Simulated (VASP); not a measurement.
# In3Ga6BP10 (P1) in VASP: further runs, part 2 of 3

VASP 6.6.1. Earlier steps stand in the parts before.

## Step 3: Single point, PBE

This run uses another cell than the first one, of 21.36 Å³/atom.

INCAR

```
  PREC = Accurate
  ENCUT = 520
  EDIFF = 1E-6
  ISMEAR = 0
  SIGMA = 0.1
  LREAL = Auto
  LASPH = T
  NELM = 80
  ALGO = Normal
  ISIF = 2
  LWAVE = F
  LCHARG = T
  GGA = PE
  LELF = T
  LVHAR = T
  NBANDS = 101
  ISYM = 0
```

KPOINTS

```
Automatic mesh
0
Gamma
  2 2 2
  0.5 0.5 0.5
```

POSCAR

```
In3Ga6BP10
1.0
    2.7910232134      2.7916975358      5.4842914891
   -2.8065742599     -2.8035402230      5.4979883559
    8.3467232779     -5.5524132603      2.7398280200
B P Ga In
1 10 6 3
Direct
    0.2988443161      0.4982295328      0.3967920317
    0.5849856131      0.8646516148      0.6025963931
    0.4769923563      0.3963125696      0.8042537037
    0.9863913723      0.8692990587      0.8073848978
    0.3556848954      0.8731870523      0.0205526573
    0.7719180645      0.8685002391      0.1860168797
    0.6277276387      0.4003689589      0.3983009180
    0.2014223984      0.8172141803      0.3902956883
    0.0988774916      0.4017408302      0.5699223699
    0.8828845012      0.3740813433     -0.0036975372
    0.2699423431      0.3791411418      0.2304536852
    0.1091798718      0.5020584952      0.7904250699
   -0.0006798448      1.0018925848      0.0017659934
    0.3946838756     -0.0038918175      0.2113825722
    0.7035782370      0.5028316690      0.5918374779
    0.4934571999      0.5005975766      0.0165626429
    0.8948510305      0.5003026285      0.2035898883
    0.2032907510      0.0012059941      0.5895035780
    0.5938380623      0.0032786576      0.8131391672
    0.8053540537      0.0005296866      0.3919060134
```

Potentials or basis: VASP PAW PBE potentials, release 64 (B, P, Ga_d, In_d).

The run is started by

```
> cat potpaw_PBE.64/B/POTCAR potpaw_PBE.64/P/POTCAR potpaw_PBE.64/Ga_d/POTCAR potpaw_PBE.64/In_d/POTCAR > POTCAR
> mpirun -np 1 vasp_std > vasp.out
```

OUTCAR:

```text
PREC = Accurate
   ENCUT = 520
   EDIFF = 1E-6
   ISMEAR = 0
   LREAL = Auto
   LASPH = T
   NELM = 80
   ISIF = 2
   GGA = PE
   ISYM = 0

 ion  position               nearest neighbor table
   1  0.299  0.498  0.397-   8 2.05   9 2.06  11 2.07   7 2.11
   2  0.585  0.865  0.603-  15 2.33  20 2.49  19 2.49  18 2.49
   3  0.477  0.396  0.804-  12 2.41  16 2.43  15 2.43  19 2.53
   4  0.986  0.869  0.807-  13 2.33  12 2.37  19 2.50  18 2.52
   5  0.356  0.873  0.021-  14 2.35  13 2.35  16 2.40  19 2.50
   6  0.772  0.869  0.186-  13 2.34  14 2.35  17 2.38  20 2.50
[... 9 lines left out ...]
  16  0.493  0.501  0.017-   5 2.40   3 2.43  10 2.44  11 2.48
  17  0.895  0.500  0.204-   6 2.38  10 2.43   7 2.44  11 2.50
  18  0.203  0.001  0.590-   2 2.49   4 2.52   8 2.53   9 2.58  20 3.88  20 3.92  19 4.01
  19  0.594  0.003  0.813-   2 2.49   4 2.50   5 2.50   3 2.53  18 4.01
  20  0.805  0.001  0.392-   2 2.49   6 2.50   8 2.56   7 2.59  18 3.88  18 3.92

IMPORTANT INFORMATION: All symmetrisations will be switched off!
NOSYMM: (Re-)initialisation of all symmetry stuff for point group C_1.

[... 166 lines left out ...]
  band No.  band energies     occupation
      1      -9.8870      2.00000
      2      -9.8835      2.00000
      3      -9.8650      2.00000
      4      -9.8544      2.00000
      5      -9.8426      2.00000
      6      -9.8306      2.00000
[... 389 lines left out ...]
     96       7.8135      0.00000
     97       8.0627      0.00000
 [bands above 97 left out]

------------------------ aborting loop because EDIFF is reached ----------------------------------------

  FORCE on cell =-STRESS in cart. coord.  units (eV):
  Direction    XX          YY          ZZ          XY          YZ          ZX
  --------------------------------------------------------------------------------------
  -------------------------------------------------------------------------------------
  Total       -0.0857268     -0.0138226      0.0265435     -0.0494211      0.0359494      0.0544323
  in kB       -0.3215568     -0.0518479      0.0995633     -0.1853760      0.1348443      0.2041728
  external PRESSURE =      -0.0912805 kB  Pullay stress =       0.0000000 kB

 VOLUME and BASIS-vectors are now :
 -----------------------------------------------------------------------------
  energy-cutoff  :      520.00
  volume of cell :      427.14
      direct lattice vectors                 reciprocal lattice vectors
     2.791023213  2.791697536  5.484291489     0.053485786  0.125438489  0.091266777
    -2.806574260 -2.803540223  5.497988356    -0.089197638 -0.089265803  0.090833210
     8.346723278 -5.552413260  2.739828020     0.071930039 -0.071960315  0.000024256

 POSITION                                       TOTAL-FORCE (eV/Angst)
 -----------------------------------------------------------------------------------
      2.74768     -2.76568      5.46535         0.010529      0.033780     -0.027828
      4.23570     -4.13685      9.61309        -0.001337      0.009804     -0.007939
      6.93190     -4.24501      6.99840         0.005690      0.001930     -0.020299
      7.05231     -4.16634     12.40115        -0.006178      0.007984     -0.010238
     -1.28639     -1.56917      6.80776         0.018552     -0.004414      0.000253
      1.26956     -1.31276      9.51808        -0.003065      0.003190     -0.000003
[... 12 lines left out ...]
      8.43526     -2.86626      5.50267        -0.004048     -0.011443      0.011314
      5.51741      0.07080      5.49346        -0.005655     -0.009583     -0.009341
 -----------------------------------------------------------------------------------
    total drift:                                0.003452      0.003955     -0.010472

  FREE ENERGIE OF THE ION-ELECTRON SYSTEM (eV)
  ---------------------------------------------------
  free  energy   TOTEN  =       -91.0118119987 eV

  energy  without entropy=      -91.0118119987  energy(sigma->0) =      -91.01181200
```

OSZICAR:

```text
N       E                     dE             d eps       ncg     rms          rms(c)
DAV:   1     0.193975231388E+04    0.19398E+04   -0.71988E+04   896   0.227E+03
DAV:   2     0.365637506626E+03   -0.15741E+04   -0.15196E+04   816   0.672E+02
DAV:   3    -0.435674779911E+02   -0.40920E+03   -0.38758E+03   929   0.252E+02
DAV:   4    -0.913828362294E+02   -0.47815E+02   -0.46757E+02  1011   0.804E+01
DAV:   5    -0.942007016413E+02   -0.28179E+01   -0.27885E+01  1184   0.204E+01    0.168E+01
DAV:   6    -0.912055073582E+02    0.29952E+01   -0.67983E+00  1152   0.180E+01    0.909E+00
DAV:   7    -0.910189104045E+02    0.18660E+00   -0.39583E+00  1096   0.615E+00    0.336E+00
DAV:   8    -0.910005793966E+02    0.18331E-01   -0.51372E-01  1072   0.524E+00    0.197E+00
DAV:   9    -0.910075867650E+02   -0.70074E-02   -0.68840E-02   944   0.304E+00    0.815E-01
DAV:  10    -0.910106416672E+02   -0.30549E-02   -0.19169E-02  1088   0.192E+00    0.378E-01
DAV:  11    -0.910116740925E+02   -0.10324E-02   -0.67208E-03  1144   0.442E-01    0.268E-01
DAV:  12    -0.910117813139E+02   -0.10722E-03   -0.93410E-04  1208   0.174E-01    0.143E-01
DAV:  13    -0.910117945789E+02   -0.13265E-04   -0.34642E-04  1008   0.279E-01    0.280E-02
DAV:  14    -0.910118080341E+02   -0.13455E-04   -0.18749E-04  1240   0.117E-01    0.232E-02
DAV:  15    -0.910118121344E+02   -0.41003E-05   -0.27821E-05   912   0.275E-02    0.100E-02
DAV:  16    -0.910118119987E+02    0.13562E-06   -0.22554E-06   688   0.187E-02
   1 F= -.91011812E+02 E0= -.91011812E+02  d E =-.896250E-13
```

It took 5.9 min on 1 thread of Intel Xeon Platinum 8488C (Sapphire Rapids), shared host; peak memory 0.5 GiB.

What came out:

```
Free energy            : -91.0118 eV
Pressure               : 0.0 GPa
Largest force          : 0.049 eV/Å
Band gap on the k mesh : 1.76 eV
```

Forces in eV/Å, atoms in the order of the input:
```
B    0.011  0.034 -0.028
P   -0.001  0.010 -0.008
P    0.006  0.002 -0.020
P   -0.006  0.008 -0.010
P    0.019 -0.004  0.000
P   -0.003  0.003  0.000
P   -0.018  0.004 -0.013
P   -0.006  0.009  0.006
P   -0.015  0.017 -0.013
P    0.007  0.004 -0.013
P    0.038 -0.026  0.016
Ga   0.006 -0.007  0.025
Ga  -0.005 -0.007  0.008
Ga  -0.007  0.010 -0.001
Ga  -0.016 -0.021  0.015
Ga  -0.009  0.004  0.019
Ga   0.000 -0.008  0.005
In   0.011 -0.012  0.011
In  -0.004 -0.011  0.011
In  -0.006 -0.010 -0.009
```

Levels at points of the mesh, in eV from the valence-band top:
```
           k point  band 82  band 83  band 84  band 85  band 86  band 87  band 88  band 89
(0.25, 0.25, 0.25)    -0.67    -0.50    -0.19    -0.11     1.90     2.09     2.35     2.50
```

Caveat: spin-orbit coupling is left out, which moves the levels of the heavy elements; a shifted mesh leaves out Γ, where band edges can lie. A k mesh can miss the band edges.

## Step 4: Single point, PBE

This run uses another cell than the first one, of 21.32 Å³/atom.

INCAR

```
PREC = Accurate
ENCUT = 520
EDIFF = 1E-6
ISMEAR = 0
SIGMA = 0.1
LREAL = Auto
LASPH = True
NELM = 80
ALGO = Normal
ISIF = 2
LWAVE = False
LCHARG = False
GGA = PE
ISYM = 0
NBANDS = 101
```

KPOINTS is that of step 3.

POSCAR

```
In3Ga6BP10
1.0
    2.7830996070      2.7852269538      5.4882772951
   -2.7842466443     -2.7832029019      5.4878387878
    8.3671965434     -5.5843877685      2.7421567167
B P Ga In
1 10 6 3
Direct
    0.1902023561      0.9919224991      0.6054440159
    0.5284700528      0.8796875465      0.5981942208
    0.4737206505      0.3677828974      0.7874510064
    0.9984546297      0.8806817667      0.7711189036
    0.3815845623      0.8943707504     -0.0105559314
    0.8004909667      0.8968053364      0.1952225537
    0.6626332721      0.3706934781      0.4102579337
    0.1561565267      0.8766628700      0.4444320890
    0.0779939975      0.3248321844      0.6023954295
    0.9005691983      0.3723878634      0.9814590201
    0.2771864229      0.3926602419      0.2204438916
    0.1086447925      0.4962082682      0.7810392665
    0.6062339927      0.9985273580      0.7827195626
    0.0154725973      1.0026934530      0.9802212509
    0.2870897262      0.4964900271      0.4253486661
    0.7893255491      0.9998835078      0.4130027744
    0.6975531868      0.4960851947      0.5997753756
    0.3929936071      0.9990714596      0.2178763029
    0.5009275456      0.5004404381     -0.0036881421
    0.8982845975      0.5035457622      0.2001601229
```

Potentials or basis: VASP PAW PBE potentials, release 64 (B, P, Ga_d, In_d).

The run is started by

```
> cat potpaw_PBE.64/B/POTCAR potpaw_PBE.64/P/POTCAR potpaw_PBE.64/Ga_d/POTCAR potpaw_PBE.64/In_d/POTCAR > POTCAR
> mpirun -np 1 vasp_std > vasp.out
```

OUTCAR:

```text
PREC = Accurate
   ENCUT = 520
   EDIFF = 1E-6
   ISMEAR = 0
   LREAL = Auto
   LASPH = True
   NELM = 80
   ISIF = 2
   GGA = PE
   ISYM = 0

 ion  position               nearest neighbor table
   1  0.190  0.992  0.605-   8 2.03   4 2.03   9 2.13   2 2.14
   2  0.528  0.880  0.598-   1 2.14  13 2.42  16 2.43  17 2.47
   3  0.474  0.368  0.787-  17 2.33  12 2.36  13 2.36  19 2.52
   4  0.998  0.881  0.771-   1 2.03  14 2.46  12 2.46  13 2.48
   5  0.382  0.894  0.989-  14 2.37  13 2.39  19 2.52  18 2.58
   6  0.800  0.897  0.195-  16 2.41  14 2.42  20 2.52  18 2.55
[... 9 lines left out ...]
  16  0.789  1.000  0.413-   7 2.37   6 2.41   2 2.43   8 2.47
  17  0.698  0.496  0.600-   3 2.33   7 2.34   9 2.46   2 2.47
  18  0.393  0.999  0.218-  11 2.52   6 2.55   5 2.58   8 2.61  20 3.91  20 3.97  19 4.02
  19  0.501  0.500  0.996-  10 2.51  11 2.52   3 2.52   5 2.52  20 3.93  20 3.93  18 4.02
  20  0.898  0.504  0.200-  11 2.50   6 2.52  10 2.52   7 2.53  18 3.91  19 3.93  19 3.93  18 3.97

IMPORTANT INFORMATION: All symmetrisations will be switched off!
NOSYMM: (Re-)initialisation of all symmetry stuff for point group C_1.

----------------------------------------------------------------------------------------

                                     Primitive cell

  volume of cell :     426.3495

  direct lattice vectors                    reciprocal lattice vectors
     2.783099607  2.785226954  5.488277295     0.053979749  0.125607420  0.091089387
    -2.784246644 -2.783202902  5.487838788    -0.089800019 -0.089808468  0.091114085
     8.367196543 -5.584387769  2.742156717     0.071677960 -0.071664013  0.000020706

  length of vectors
     6.754577727  6.753859810 10.426638394     0.164281202  0.156305409  0.101358084

  position of ions in fractional coordinates (direct lattice)
     0.190202356  0.991922499  0.605444016
     0.528470053  0.879687547  0.598194221
     0.473720650  0.367782897  0.787451006
     0.998454630  0.880681767  0.771118904
     0.381584562  0.894370750  0.989444069
     0.800490967  0.896805336  0.195222554
[... 12 lines left out ...]
     0.500927546  0.500440438  0.996311858
     0.898284598  0.503545762  0.200160123

[... 100 lines left out ...]
   AEXX    =    0.0000 exact exchange contribution
   IVDW    =     0    specifies the selected vdW correction
   LEPSILON=     F    determine dielectric tensor
   LRPA    =     F    only Hartree local field effects (RPA)
 non-spin polarized calculation
 Gauss-broadening in eV      SIGMA  =   0.10
  energy-cutoff  :      520.00
  volume of cell :      426.35
 maximum number of plane-waves:     11483
 NGX is ok and might be reduce to    50
   NGX = 25   NGY = 25   NGZ = 39

 number of electron     169.9999967 magnetization

 Free energy of the ion-electron system (eV)
  ---------------------------------------------------
  ext. energy  EPLUGINS =         0.00000000
  ---------------------------------------------------
  free energy    TOTEN  =       -91.11566551 eV

  energy without entropy =      -91.11566551  energy(sigma->0) =      -91.11566551

 E-fermi :   4.9882     XC(G=0):  -9.6385

 val. band max:        4.5435159309   @ k =  -0.2500  -0.2500   0.2500
 cond. band min:       6.1624959287   @ k =  -0.2500  -0.2500   0.2500
 fundamental gap:      1.6189799977
 Fermi energy:         4.9881797566

 k-point     1 :       0.2500    0.2500    0.2500
  band No.  band energies     occupation
      1      -9.8334      2.00000
      2      -9.8156      2.00000
      3      -9.8134      2.00000
      4      -9.8050      2.00000
      5      -9.7994      2.00000
      6      -9.7836      2.00000
[... 389 lines left out ...]
     96       7.9090      0.00000
     97       8.0611      0.00000
 [bands above 97 left out]

------------------------ aborting loop because EDIFF is reached ----------------------------------------

  FORCE on cell =-STRESS in cart. coord.  units (eV):
  Direction    XX          YY          ZZ          XY          YZ          ZX
  --------------------------------------------------------------------------------------
  -------------------------------------------------------------------------------------
  Total        0.0163416      0.0061235     -0.0478680      0.0044762      0.0090512      0.0115180
  in kB        0.0614100      0.0230113     -0.1798831      0.0168212      0.0340136      0.0432834
  external PRESSURE =      -0.0318206 kB  Pullay stress =       0.0000000 kB

 VOLUME and BASIS-vectors are now :
 -----------------------------------------------------------------------------
  energy-cutoff  :      520.00
  volume of cell :      426.35
      direct lattice vectors                 reciprocal lattice vectors
     2.783099607  2.785226954  5.488277295     0.053979749  0.125607420  0.091089387
    -2.784246644 -2.783202902  5.487838788    -0.089800019 -0.089808468  0.091114085
     8.367196543 -5.584387769  2.742156717     0.071677960 -0.071664013  0.000020706

 POSITION                                       TOTAL-FORCE (eV/Angst)
 -----------------------------------------------------------------------------------
      2.83346     -5.61200      8.14762        -0.000925      0.000272     -0.001568
      4.02673     -4.31699      9.36832        -0.007347     -0.003671      0.000990
      6.88317     -4.10163      6.77756        -0.002565     -0.000830      0.004542
      6.77887     -3.97642     12.42736        -0.005983      0.002959      0.007106
      6.85071     -6.95186      9.71562         0.000719      0.000855     -0.002719
      1.36438     -1.35664      9.85017        -0.000248     -0.000089     -0.005144
[... 12 lines left out ...]
      8.33712     -5.56142      8.22761         0.015393      0.004092      0.002734
      2.77280     -0.01732      8.24228         0.000747      0.008385     -0.006847
 -----------------------------------------------------------------------------------
    total drift:                                0.024908      0.001277     -0.015949

  FREE ENERGIE OF THE ION-ELECTRON SYSTEM (eV)
  ---------------------------------------------------
  free  energy   TOTEN  =       -91.1156655112 eV

  energy  without entropy=      -91.1156655112  energy(sigma->0) =      -91.11566551
```

Run time: 5.2 min. Hardware: 1 thread of Intel Xeon Platinum 8488C (Sapphire Rapids), shared host; peak memory 0.51 GiB.

What came out:

```yaml
Free_energy: -91.1157 eV
Pressure: 0.0 GPa
Largest_force: 0.016 eV/Å
Band_gap_on_the_k_mesh: 1.62 eV
```

Forces on the atoms (eV/Å):
```
B   -0.001  0.000 -0.002
P   -0.007 -0.004  0.001
P   -0.003 -0.001  0.005
P   -0.006  0.003  0.007
P    0.001  0.001 -0.003
P    0.000  0.000 -0.005
P   -0.001 -0.003  0.002
P    0.004 -0.003  0.005
P    0.002  0.006  0.000
P    0.000 -0.003 -0.004
P    0.001  0.002  0.000
Ga   0.004  0.002  0.002
Ga  -0.005 -0.005  0.001
Ga   0.003 -0.003  0.006
Ga  -0.003  0.003 -0.002
Ga  -0.005 -0.002  0.000
Ga  -0.003 -0.001 -0.009
In   0.003 -0.005 -0.002
In   0.015  0.004  0.003
In   0.001  0.008 -0.007
```

Levels at points of the mesh, in eV from the valence-band top:
| k point | band 82 | band 83 | band 84 | band 85 | band 86 | band 87 | band 88 | band 89 |
| --- | --- | --- | --- | --- | --- | --- | --- | --- |
| (0.25, 0.25, 0.25) | -0.78 | -0.47 | -0.25 | -0.03 | 1.71 | 2.09 | 2.43 | 2.57 |

Caveat: spin-orbit coupling is left out, which moves the levels of the heavy elements; a shifted mesh leaves out Γ, where band edges can lie.

[end of part 2 of 3]
